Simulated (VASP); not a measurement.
# Ni (Fm-3m) in VASP: a series of runs

Runs on Ni. Level: PBE. Tasks: single point.

Program: VASP 6.6.1. These are calculated values, not measurements. Logs are shortened: lines on timing, memory, paths and dates and some standing lists are left out, and cuts for length are marked.

### 1 The cell of the first run

The structure is cubic, space group Fm-3m (No. 225). Conventional cell: a = 3.519 Å, b = 3.519 Å, c = 3.519 Å, α = 90.00°, β = 90.00°, γ = 90.00°. Ni (site symmetry m-3m) has 12 Ni at 2.49 Å within 3.3 Å.

### 2 Single point, PBE, collinear spin, ferromagnetic start

INCAR reads:

```
SYSTEM = Ni
ALGO = Normal ; EDIFF = 1E-6
ENCUT = 520 ; GGA = PE
ISIF = 2 ; ISMEAR = 1
ISPIN = 2 ; LASPH = .True.
LCHARG = .False. ; LMAXMIX = 4
LORBIT = 11 ; LREAL = .False.
LWAVE = .False. ; MAGMOM = 0.672
NBANDS = 15 ; NELM = 150
PREC = Accurate ; SIGMA = 0.6
```

KPOINTS reads:

```
k-points
0
Gamma
  15 15 15
  0 0 0
```

POSCAR reads:

```
Ni
1.0
    0.0000000000      1.7596893266      1.7596893266
    1.7596893266      0.0000000000      1.7596893266
    1.7596893266      1.7596893266      0.0000000000
Ni
1
Direct
    0.0000000000      0.0000000000      0.0000000000
```

Potentials or basis: VASP PAW PBE potentials, release 64 (Ni).

The run is started by

```bash
$ cat potpaw_PBE.64/Ni/POTCAR > POTCAR
$ mpirun -np 1 vasp_std > vasp.out
```

OUTCAR:

```text
SYSTEM = Ni
   EDIFF = 1E-6
   ENCUT = 520
   GGA = PE
   ISIF = 2
   ISMEAR = 1
   ISPIN = 2
   LASPH = .True.
   LORBIT = 11
   LREAL = .False.
   NELM = 150
   PREC = Accurate

 ion  position               nearest neighbor table
   1  0.000  0.000  0.000-

  LATTYP: Found a face centered cubic cell.
 ALAT       =     3.5193786532

  Lattice vectors:

 A1 = (   0.0000000000,   1.7596893266,   1.7596893266)
 A2 = (   1.7596893266,   0.0000000000,   1.7596893266)
 A3 = (   1.7596893266,   1.7596893266,   0.0000000000)

Analysis of symmetry for initial positions (statically):
=====================================================================
 Subroutine PRICEL returns:
 Original cell was already a primitive cell.

 Routine SETGRP: Setting up the symmetry group for a
 face centered cubic supercell.

 Subroutine GETGRP returns: Found 48 space group operations
 (whereof 48 operations were pure point group operations)
 out of a pool of 48 trial point group operations.

The static configuration has the point symmetry O_h .

Analysis of symmetry for dynamics (positions and initial velocities):
=====================================================================
 Subroutine PRICEL returns:
 Original cell was already a primitive cell.

 Routine SETGRP: Setting up the symmetry group for a
 face centered cubic supercell.

 Subroutine GETGRP returns: Found 48 space group operations
 (whereof 48 operations were pure point group operations)
 out of a pool of 48 trial point group operations.

The dynamic configuration has the point symmetry O_h .

Analysis of structural, dynamic, and magnetic symmetry:
=====================================================================
 Subroutine PRICEL returns:
 Original cell was already a primitive cell.

 Routine SETGRP: Setting up the symmetry group for a
 face centered cubic supercell.

 Subroutine GETGRP returns: Found 48 space group operations
 (whereof 48 operations were pure point group operations)
 out of a pool of 48 trial point group operations.

The overall configuration has the point symmetry O_h .

 Subroutine INISYM returns: Found 48 space group operations
 (whereof 48 operations are pure point group operations),
 and found     1 'primitive' translations

----------------------------------------------------------------------------------------

                                     Primitive cell

  volume of cell :      10.8978

  direct lattice vectors                    reciprocal lattice vectors
     0.000000000  1.759689327  1.759689327    -0.284141065  0.284141065  0.284141065
[... 116 lines left out ...]
 Methfessel and Paxton  Order N= 1 SIGMA  =   0.60
  energy-cutoff  :      520.00
  volume of cell :       10.90
 maximum number of plane-waves:       304
   NGX =  9   NGY =  9   NGZ =  9

 number of electron      10.0000009 magnetization       0.6773935

 Free energy of the ion-electron system (eV)
  ---------------------------------------------------
  ext. energy  EPLUGINS =         0.00000000
  ---------------------------------------------------
  free energy    TOTEN  =        -5.47393314 eV

  energy without entropy =       -5.47455444  energy(sigma->0) =       -5.47414024

 E-fermi :   9.3298     XC(G=0): -13.2454

 val. band max:        9.3198054992   @ k =   0.3333   0.2000   0.0667
 cond. band min:       9.3302457614   @ k =  -0.4000   0.0667   0.0000
 fundamental gap:      0.0104402623
 Fermi energy:         9.3298393221

 spin component 1

 k-point     1 :       0.0000    0.0000    0.0000
  band No.  band energies     occupation
      1       0.3543      1.00000
      2       6.9095      1.00000
      3       6.9095      1.00000
      4       6.9095      1.00000
      5       8.0582      1.00533
      6       8.0582      1.00533
      7      33.0701      0.00000
      8      36.9058      0.00000
      9      36.9058      0.00000
     10      36.9058      0.00000
     11      39.8428      0.00000
     12      39.8428      0.00000
     13      39.8428      0.00000
     14      42.8201      0.00000
[... 403 lines left out ...]
      4       7.2884      1.00001
      5       7.7179      1.00048
      6       8.2316      1.01329
      7      29.0206      0.00000
      8      31.5849      0.00000
      9      32.0476      0.00000
     10      34.3281      0.00000
     11      38.7020      0.00000
     12      43.2268      0.00000
     13      44.9485      0.00000
     14      45.5532      0.00000
     15      50.3471      0.00000

 [... further k-points ...]

 spin component 2

 k-point     1 :       0.0000    0.0000    0.0000
  band No.  band energies     occupation
      1       0.3196      1.00000
      2       7.6986      1.00041
      3       7.6986      1.00041
      4       7.6986      1.00041
      5       8.7270      1.02561
      6       8.7270      1.02561
      7      32.8967      0.00000
      8      36.8957      0.00000
      9      36.8957      0.00000
     10      36.8957      0.00000
     11      39.9483      0.00000
     12      39.9483      0.00000
     13      39.9483      0.00000
     14      42.6772      0.00000
[... 403 lines left out ...]
      4       8.0857      1.00626
      5       8.3840      1.02416
      6       8.9141      0.95736
      7      29.0943      0.00000
      8      31.6759      0.00000
      9      32.0122      0.00000
     10      34.3010      0.00000
     11      38.9279      0.00000
     12      43.2082      0.00000
     13      44.8846      0.00000
     14      45.5031      0.00000
     15      50.3895      0.00000

 [... further k-points ...]
[... 5 lines left out ...]
  --------------------------------------------------------------------------------------
  -------------------------------------------------------------------------------------
  Total       -0.0064730     -0.0064730     -0.0064730      0.0000000     -0.0000000      0.0000000
  in kB       -0.9516493     -0.9516493     -0.9516493      0.0000000     -0.0000000      0.0000000
  external PRESSURE =      -0.9516493 kB  Pullay stress =       0.0000000 kB

 VOLUME and BASIS-vectors are now :
 -----------------------------------------------------------------------------
  energy-cutoff  :      520.00
  volume of cell :       10.90
      direct lattice vectors                 reciprocal lattice vectors
     0.000000000  1.759689327  1.759689327    -0.284141065  0.284141065  0.284141065
     1.759689327  0.000000000  1.759689327     0.284141065 -0.284141065  0.284141065
     1.759689327  1.759689327  0.000000000     0.284141065  0.284141065 -0.284141065

 POSITION                                       TOTAL-FORCE (eV/Angst)
 -----------------------------------------------------------------------------------
      0.00000      0.00000      0.00000        -0.000000     -0.000000      0.000000
 -----------------------------------------------------------------------------------
    total drift:                                0.000000      0.000000      0.000000

  FREE ENERGIE OF THE ION-ELECTRON SYSTEM (eV)
  ---------------------------------------------------
  free  energy   TOTEN  =        -5.4739331352 eV

  energy  without entropy=       -5.4745544450  energy(sigma->0) =       -5.47414024

 total charge

# of ion       s       p       d       tot
------------------------------------------
    1        0.497   0.496   8.314   9.307

 magnetization (x)

# of ion       s       p       d       tot
------------------------------------------
    1       -0.007  -0.026   0.724   0.691
```

It took 54 s on 1 thread of Intel Xeon 8259CL, shared host; peak memory 0.15 GiB.

What came out:

```yaml
Free_energy: -5.4739 eV
Pressure: -0.1 GPa
Net_moment: 0.68 μB per cell
Site_moments: Ni +0.69 μB
Valence_electrons_inside_the_program's_atomic_spheres: Ni 9.31
```

Caveat: so wide a smearing shifts energies and pressures.

### 3 Single point, PBE, collinear spin, ferromagnetic start

INCAR reads:

```
SYSTEM = Ni
ALGO = Normal
EDIFF = 1E-7
ENCUT = 520
GGA = PE
ISIF = 2
ISMEAR = 1
ISPIN = 2
LASPH = .TRUE.
LCHARG = .FALSE.
LMAXMIX = 4
LORBIT = 11
LREAL = .FALSE.
LWAVE = .FALSE.
MAGMOM = 0.672
NBANDS = 15
NELM = 150
PREC = Accurate
SIGMA = 1.0
```

KPOINTS reads:

```
k-points
0
G
  15 15 15
  0 0 0
```

POSCAR is that of step 2.

Potentials or basis: VASP PAW PBE potentials, release 64 (Ni).

The run is started by

```bash
$ cat potpaw_PBE.64/Ni/POTCAR > POTCAR
$ mpirun -np 1 vasp_std > vasp.out
```

Run time: 53 s. Hardware: 1 thread of Intel Xeon 8259CL, shared host; peak memory 0.15 GiB.

The run converged. Its results:

```yaml
Free_energy: -5.4805 eV
Pressure: -1.0 GPa
Net_moment: 0.43 μB per cell
Site_moments: Ni +0.43 μB
Valence_electrons_inside_the_program's_atomic_spheres: Ni 9.31
```

Levels at points of the mesh, in eV from the Fermi level:
Spin up:
| k point | band 1 | band 2 | band 3 | band 4 | band 5 | band 6 | band 7 | band 8 | band 9 | band 10 |
| --- | --- | --- | --- | --- | --- | --- | --- | --- | --- | --- |
| (0.00, 0.00, 0.00) | -8.94 | -2.22 | -2.22 | -2.22 | -1.14 | -1.14 | 23.75 | 27.61 | 27.61 | 27.61 |
Spin down:
```tsv
k point	band 3	band 4	band 5	band 6	band 7	band 8
(0.00, 0.00, 0.00)	-1.76	-1.76	-0.67	-0.67	23.64	27.61
```

Caveat: so wide a smearing shifts energies and pressures.
